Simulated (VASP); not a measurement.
# ZrB2 (P6/mmm) in VASP: notebook, part 2 of 2

VASP 6.6.1. Earlier steps stand in the parts before.

**3. Single point, PBE+D3(BJ)**

This run uses another cell than the first one, of 9.63 Å³/atom, 0.904 times its volume.

Input file INCAR:

```
SYSTEM = ZrB2
PREC = Accurate ; ENCUT = 520
EDIFF = 1E-6 ; ISMEAR = -1
SIGMA = 0.05 ; LREAL = .FALSE.
LASPH = .TRUE. ; NELM = 100
ALGO = Normal ; ISIF = 2
LWAVE = .FALSE. ; LCHARG = .FALSE.
GGA = PE ; IVDW = 12
NBANDS = 16
```

Input file KPOINTS:

```
regular mesh
0
G
  10 10 8
  0 0 0
```

Input file POSCAR:

```
ZrB2
1.0
    3.1052879646      0.0000000000      0.0000000000
   -1.5526439823      2.6892582634      0.0000000000
    0.0000000000      0.0000000000      3.4608777221
Zr B
1 2
Direct
    0.0000000000      0.0000000000      0.0000000000
    0.6666666667      0.3333333333      0.5000000000
    0.3333333333      0.6666666667      0.5000000000
```

Potentials or basis: VASP PAW PBE potentials, release 64 (Zr_sv, B).

The run is started by

```bash
> cat potpaw_PBE.64/Zr_sv/POTCAR potpaw_PBE.64/B/POTCAR > POTCAR
> mpirun -np 1 vasp_std > vasp.out
```

OUTCAR:

```text
SYSTEM = ZrB2
   PREC = Accurate
   ENCUT = 520
   EDIFF = 1E-6
   ISMEAR = -1
   LREAL = .FALSE.
   LASPH = .TRUE.
   NELM = 100
   ISIF = 2
   GGA = PE
   IVDW = 12
 IVDW          = 12

 ion  position               nearest neighbor table
   1  0.000  0.000  0.000-   2 2.49   3 2.49   2 2.49   3 2.49   3 2.49   3 2.49   2 2.49   2 2.49
                             2 2.49   2 2.49   3 2.49   3 2.49
   2  0.667  0.333  0.500-   3 1.79   3 1.79   3 1.79   1 2.49   1 2.49   1 2.49   1 2.49   1 2.49
                             1 2.49
   3  0.333  0.667  0.500-   2 1.79   2 1.79   2 1.79   1 2.49   1 2.49   1 2.49   1 2.49   1 2.49
                             1 2.49
[... 659 lines left out ...]
  Direction    XX          YY          ZZ          XY          YZ          ZX
  --------------------------------------------------------------------------------------
  -------------------------------------------------------------------------------------
  Total       1.93412     1.93412     1.98535     0.00000     0.00000    -0.00000
  in kB     107.21926   107.21926   110.05942     0.00000     0.00000    -0.00000
  external pressure =      108.17 kB  Pullay stress =        0.00 kB

 VOLUME and BASIS-vectors are now :
 -----------------------------------------------------------------------------
  energy-cutoff  :      520.00
  volume of cell :       28.90
      direct lattice vectors                 reciprocal lattice vectors
     3.105287965  0.000000000  0.000000000     0.322031326  0.185924873  0.000000000
    -1.552643982  2.689258263  0.000000000     0.000000000  0.371849745  0.000000000
     0.000000000  0.000000000  3.460877722     0.000000000  0.000000000  0.288944043

 POSITION                                       TOTAL-FORCE (eV/Angst)
 -----------------------------------------------------------------------------------
      0.00000      0.00000      0.00000        -0.000000      0.000000      0.000000
      1.55264      0.89642      1.73044         0.000000     -0.000000      0.000000
     -0.00000      1.79284      1.73044        -0.000000      0.000000      0.000000
 -----------------------------------------------------------------------------------
    total drift:                               -0.000000      0.000000     -0.000000

  FREE ENERGIE OF THE ION-ELECTRON SYSTEM (eV)
  ---------------------------------------------------
  free  energy   TOTEN  =       -26.1171927356 eV

  energy  without entropy=      -26.1145188036  energy(sigma->0) =      -26.11585577
```

OSZICAR:

```text
N       E                     dE             d eps       ncg     rms          rms(c)
DAV:   1     0.106172322790E+03    0.10617E+03   -0.97606E+03  2240   0.113E+03
DAV:   2    -0.233130731831E+02   -0.12949E+03   -0.12435E+03  2984   0.293E+02
DAV:   3    -0.275861831499E+02   -0.42731E+01   -0.42558E+01  3288   0.460E+01
DAV:   4    -0.276447928726E+02   -0.58610E-01   -0.58600E-01  2848   0.501E+00
DAV:   5    -0.276466398966E+02   -0.18470E-02   -0.18470E-02  3240   0.513E-01    0.246E+01
DAV:   6    -0.249233678974E+02    0.27233E+01   -0.57797E+00  2840   0.168E+01    0.101E+01
DAV:   7    -0.248711585917E+02    0.52209E-01   -0.67766E-01  3224   0.527E+00    0.360E+00
DAV:   8    -0.248761061565E+02   -0.49476E-02   -0.11282E-01  2656   0.278E+00    0.421E-01
DAV:   9    -0.248712436708E+02    0.48625E-02   -0.21693E-02  2688   0.115E+00    0.205E-01
DAV:  10    -0.248709530404E+02    0.29063E-03   -0.14410E-03  2576   0.356E-01    0.399E-02
DAV:  11    -0.248709606115E+02   -0.75711E-05   -0.60477E-05  3112   0.727E-02    0.131E-02
DAV:  12    -0.248709584715E+02    0.21400E-05   -0.29265E-06  2536   0.148E-02    0.588E-03
DAV:  13    -0.248709585175E+02   -0.45940E-07   -0.34741E-07  1424   0.551E-03
   1 F= -.26117193E+02 E0= -.26115856E+02  d E =-.267393E-02
```

Wall time 32 s (1 thread of Intel Xeon 6975P-C, shared host); peak memory 0.17 GiB.

Results:

```
Free energy                : -26.1172 eV
Pressure                   : 10.8 GPa
Band gap on the k mesh     : zero (band 9 reaches 11.84 eV, above the bottom of band 10 at 10.96 eV)
Dispersion energy per atom : -0.415 eV
```

Levels at points of the mesh, in eV from the Fermi level:
```csv
k point,band 5,band 6,band 7,band 8,band 9,band 10,band 11,band 12,band 13,band 14
"(0.00, 0.00, 0.00)",-12.91,-2.65,-2.65,-2.63,-2.21,3.79,3.79,4.60,4.60,5.37
"(0.50, 0.00, 0.00)",-9.13,-8.43,-4.02,-3.02,-2.76,2.45,2.59,5.43,5.54,7.03
"(0.00, 0.00, 0.50)",-10.63,-7.02,-0.89,-0.89,0.45,0.45,0.93,0.93,2.09,5.30
"(0.50, 0.00, 0.50)",-10.12,-6.95,-4.73,-4.24,-1.75,4.17,4.51,5.85,6.92,7.10
```

Caveat: pairwise dispersion overbinds metals, which lowers pressure and volume.

**4. Single point, PBEsol+D4**

This run uses another cell than the first one, of 9.63 Å³/atom, 0.904 times its volume.

Input file INCAR:

```
PREC = Accurate
ENCUT = 520
EDIFF = 1E-6
ISMEAR = -1
SIGMA = 0.05
LREAL = F
LASPH = T
NELM = 60
ALGO = Normal
ISIF = 2
LWAVE = F
LCHARG = F
GGA = PS
IVDW = 13
NBANDS = 16
```

Input file KPOINTS:

```
regular mesh
0
Gamma
  10 10 8
```

POSCAR is that of step 3.

The run is started by

```bash
> cat potpaw_PBE.64/Zr_sv/POTCAR potpaw_PBE.64/B/POTCAR > POTCAR
> mpirun -np 1 vasp_std > vasp.out
```

Wall time 41 s (1 thread of Intel Xeon 6975P-C, shared host); peak memory 0.16 GiB.

The run converged. Its results:

```yaml
Free_energy: -26.9289 eV
Pressure: 9.0 GPa
Band_gap_on_the_k_mesh: zero (band 9 reaches 11.72 eV, above the bottom of band 10 at 10.85 eV)
Dispersion_energy_per_atom: -0.194 eV
```

Stress tensor (GPa, compression positive):
```
9.92 0.00 0.00
0.00 9.92 0.00
0.00 0.00 7.17
```

Levels at points of the mesh, in eV from the Fermi level:
```csv
k point,band 5,band 6,band 7,band 8,band 9,band 10,band 11,band 12,band 13,band 14
"(0.00, 0.00, 0.00)",-12.86,-2.65,-2.63,-2.63,-2.16,3.80,3.80,4.63,4.63,5.44
"(0.50, 0.00, 0.00)",-9.10,-8.35,-4.01,-2.98,-2.78,2.49,2.59,5.47,5.58,7.03
"(0.00, 0.00, 0.50)",-10.54,-7.02,-0.84,-0.84,0.45,0.45,0.93,0.93,2.09,5.34
"(0.50, 0.00, 0.50)",-10.07,-6.89,-4.71,-4.24,-1.71,4.18,4.54,5.89,6.97,7.15
```

Caveat: the PAW data sets were made with another functional, which shifts forces and pressure a little; pairwise dispersion overbinds metals, which lowers pressure and volume.

**5. Single point, PBE+D3(BJ)**

This run uses another cell than the first one, of 9.84 Å³/atom, 0.923 times its volume.

Input file INCAR:

```
SYSTEM = ZrB2
PREC = Accurate ; ENCUT = 520
EDIFF = 1E-7 ; ISMEAR = -1
SIGMA = 0.05 ; LREAL = .FALSE.
LASPH = .TRUE. ; NELM = 100
ALGO = Normal ; ISIF = 2
LWAVE = .FALSE. ; LCHARG = .TRUE.
GGA = PE ; IVDW = 12
LELF = .TRUE. ; LVHAR = .TRUE.
NBANDS = 16
```

Input file KPOINTS:

```
Automatic mesh
0
G
  10 10 8
  0 0 0
```

Input file POSCAR:

```
ZrB2
1.0
    3.1271569103      0.0000000000      0.0000000000
   -1.5635784551      2.7081973259      0.0000000000
    0.0000000000      0.0000000000      3.4852509034
Zr B
1 2
Direct
    0.0000000000      0.0000000000      0.0000000000
    0.6666666667      0.3333333333      0.5000000000
    0.3333333333      0.6666666667      0.5000000000
```

The run is started by

```bash
> cat potpaw_PBE.64/Zr_sv/POTCAR potpaw_PBE.64/B/POTCAR > POTCAR
> mpirun -np 1 vasp_std > vasp.out
```

Wall time 47 s (1 thread of Intel Xeon 6975P-C, shared host); peak memory 0.18 GiB.

It converged, with:

* Free energy: -26.1476 eV
* Pressure: 4.9 GPa
* Band gap on the k mesh: zero (band 9 reaches 11.59 eV, above the bottom of band 10 at 10.73 eV)
* Dispersion energy per atom: -0.407 eV

Stress tensor (GPa, compression positive):
```
4.68 0.00 0.00
0.00 4.68 0.00
0.00 0.00 5.35
```

Levels at points of the mesh, in eV from the Fermi level:
| k point | band 7 | band 8 | band 9 | band 10 | band 11 | band 12 |
| --- | --- | --- | --- | --- | --- | --- |
| (0.00, 0.00, 0.00) | -2.62 | -2.58 | -2.23 | 3.69 | 3.69 | 4.48 |
| (0.50, 0.00, 0.00) | -3.94 | -3.01 | -2.70 | 2.41 | 2.52 | 5.29 |
| (0.00, 0.00, 0.50) | -0.88 | -0.88 | 0.44 | 0.44 | 0.91 | 0.91 |
| (0.50, 0.00, 0.50) | -4.66 | -4.17 | -1.81 | 4.05 | 4.39 | 5.69 |

Caveat: pairwise dispersion overbinds metals, which lowers pressure and volume.

**6. Overview**

| level | cell | k mesh | gap on the mesh (eV) | pressure (GPa) |
| --- | --- | --- | --- | --- |
| PBE | a = 3.170, b = 3.170, c = 3.674 Å, angles 90.0, 90.0, 120.0°, 3 atoms | 8 × 8 × 6 | none | -7.2 |
| PBE+D3(BJ) | a = 3.105, b = 3.105, c = 3.461 Å, angles 90.0, 90.0, 120.0°, 3 atoms | 10 × 10 × 8 | none | 10.8 |
| PBEsol+D4 | a = 3.105, b = 3.105, c = 3.461 Å, angles 90.0, 90.0, 120.0°, 3 atoms | 10 × 10 × 8 | none | 9.0 |
| PBE+D3(BJ) | a = 3.127, b = 3.127, c = 3.485 Å, angles 90.0, 90.0, 120.0°, 3 atoms | 10 × 10 × 8 | none | 4.9 |

Alike in all rows: task single point; potentials or basis VASP PAW PBE potentials, release 64 (Zr_sv, B); no spin polarisation; cutoff (eV) 520; smearing fermi-dirac 0.05 eV.

Caveats: pairwise dispersion overbinds metals, which lowers pressure and volume (some runs); the PAW data sets were made with another functional, which shifts forces and pressure a little (some runs).

Total energies depend on the potentials used, so only differences within one code and one set of settings carry meaning.
